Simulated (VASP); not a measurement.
Set up this calculation in VASP 6.6.1, as the native input.

- Task: relaxation of cell and atoms
- Functional: PBE
- Potentials or basis: VASP PAW PBE potentials, release 64 (Mg, Cd, Te)
- Cutoff: 600 eV
- k mesh: 3 × 3 × 1
- Occupations: gaussian, width 0.1 eV
- Spin: no spin polarisation
- Dipole correction: no
- Further INCAR settings: ALGO = Normal; EDIFF = 1e-06; IBRION = 2; EDIFFG = -0.025; NSW = 80; ISIF = 3

The structure of MgCd5Te6 lies in POSCAR:

```
MgCd5Te6
1.0
    4.6774747320      0.1142637547     -0.0154908368
   -2.2397820518      3.9888327484      0.1187915041
   -0.0760207616      0.6292597597     22.8401861508
Mg Cd Te
1 5 6
Direct
    0.0009982327     -0.0143435255      0.1747326265
    0.6765738560      0.3461007690     -0.0014220169
    0.7162828279      0.3516528241      0.3292365232
    0.6906219869      0.4251707149      0.6720528020
   -0.0482577595     -0.0119663503      0.5026511966
    0.0088310231      0.0637842356      0.8377301912
    0.6191694886      0.2867638710      0.1201164898
    0.6935913885      0.2743694496      0.4488927231
    0.6075475136      0.3168007147      0.7918243203
   -0.0118867422     -0.0054591860      0.2910359461
   -0.0000342860     -0.0272778621      0.6235611311
    0.0465624704     -0.0055956549      0.9595870670
```

These files were run (other wordings do the same):

INCAR

```
SYSTEM = MgCd5Te6
  PREC = Accurate
  ENCUT = 600
  EDIFF = 1E-6
  ISMEAR = 0
  SIGMA = 0.1
  LREAL = .False.
  LASPH = .True.
  NELM = 80
  ALGO = Normal
  ISIF = 3
  LWAVE = .False.
  LCHARG = .False.
  GGA = PE
  IBRION = 2
  NSW = 80
  EDIFFG = -0.025
```

KPOINTS

```
Automatic mesh
0
Gamma
  3 3 1
  0 0 0
```

Potentials or basis: VASP PAW PBE potentials, release 64 (Mg, Cd, Te).

Command:

```sh
$ cat potpaw_PBE.64/Mg/POTCAR potpaw_PBE.64/Cd/POTCAR potpaw_PBE.64/Te/POTCAR > POTCAR
$ mpirun -np 1 vasp_std > vasp.out
```

It gave:

* Relaxed volume: 36.40 Å³/atom
* Relaxed cell: a = 4.709 Å, b = 4.713 Å, c = 22.716 Å, α = 90.03°, β = 89.98°, γ = 119.97°
* Space group after relaxing (to 0.1 Å): Cm (No. 8)
* Energy gained by relaxing: 190.3 meV/atom
* Ionic steps: 35
* Pressure after relaxing: 0.0 GPa
* Largest force after relaxing: 0.024 eV/Å
* Band gap on the k mesh: 0.75 eV

Caveat: the k points lie up to 0.51 Å⁻¹ apart in the final cell; spin-orbit coupling is left out, which moves the levels of the heavy elements.

Wall time 42 min on 1 thread of Intel(R) Xeon(R) 6975P-C (Granite Rapids), on a shared host, peak memory 0.79 GiB.
